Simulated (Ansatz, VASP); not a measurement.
Si2Mo5: VASP beside Ansatz

```
Si Mo
1.0
     2.49847   -4.20217    0.00000
     2.49847    4.20217    0.00000
     0.00000    0.00000    4.95675
Si Mo
2 5
Direct
  0.00000 0.50000 0.00000
  0.50000 0.00000 0.00000
  0.00000 0.00000 0.74325
  0.00000 0.00000 0.25675
  0.50000 0.50000 0.00000
  0.32822 0.67178 0.50000
  0.67178 0.32822 0.50000
```

Alike in both runs: functional PBE; k mesh 8 × 8 × 6; occupations gaussian, width 0.1 eV; no spin polarisation.

Ansatz relaxed the structure, and its values are those at the end. VASP's run is a single point on that final structure, the one shown.

|  | VASP | Ansatz |
| --- | --- | --- |
| version | VASP 6.6.1 | Ansatz 0.2.0 |
| potentials or method | VASP PAW PBE potentials, release 64 (Si, Mo_sv), cutoff 520 eV | scalar-relativistic, plane waves, PAW |
| valence electrons in the cell | 78 | 78 |

|  | VASP | Ansatz | Ansatz less VASP |
| --- | --- | --- | --- |
| gap on the k mesh at the Fermi level (eV) | none | none | - |
| pressure (GPa) | 0.4 | 0.0 | -0.36 |
| rms of the force components (eV/Å) | 0.006 | 0.002 | -0.0041 |

A gap of «none» marks a metal or a gap that the smearing closes. The functional is the same, so the differences come from potentials, cutoffs and numerics.
